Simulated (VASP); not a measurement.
Write the native input for VASP 6.6.1 that does the following.

- Task: single point
- Functional: PBEsol
- Potentials or basis: VASP PAW PBE potentials, release 64 (C)
- Cutoff: 600 eV
- k mesh: 6 × 6 × 6
- Occupations: gaussian, width 0.01 eV
- Spin: no spin polarisation
- Dipole correction: no
- Further INCAR settings: ALGO = Normal; EDIFF = 1e-06; NBANDS = 11

The structure of C lies in POSCAR:

```
C
1.0
    0.0000000000      1.7768325686      1.7768325686
    1.7768325686      0.0000000000      1.7768325686
    1.7768325686      1.7768325686      0.0000000000
C
2
Direct
    0.0000000000      0.0000000000      0.0000000000
    0.2500000000      0.2500000000      0.2500000000
```

The input as run:

INCAR

```
ALGO = Normal
EDIFF = 1E-6
ENCUT = 600
GGA = PS
GGA_COMPAT = False
ISIF = 2
ISMEAR = 0
LASPH = True
LCHARG = False
LREAL = False
LWAVE = False
NBANDS = 11
NELM = 120
PREC = Accurate
SIGMA = 0.01
```

KPOINTS

```
k-points
0
Gamma
  6 6 6
```

Potentials or basis: VASP PAW PBE potentials, release 64 (C).

The run is started by

```sh
$ cat potpaw_PBE.64/C/POTCAR > POTCAR
$ mpirun -np 1 vasp_std > vasp.out
```

It gave:

```yaml
Pressure: 0.6 GPa
Band_gap_on_the_k_mesh: 4.06 eV, indirect (least direct gap 5.57 eV)
```

Caveat: the k points lie up to 0.51 Å⁻¹ apart; the PAW data sets were made with another functional, which shifts forces and pressure a little.

Run time: 3 s on 1 thread of AMD EPYC 7R13 Processor (Zen 3), on a shared host, peak memory 0.08 GiB.
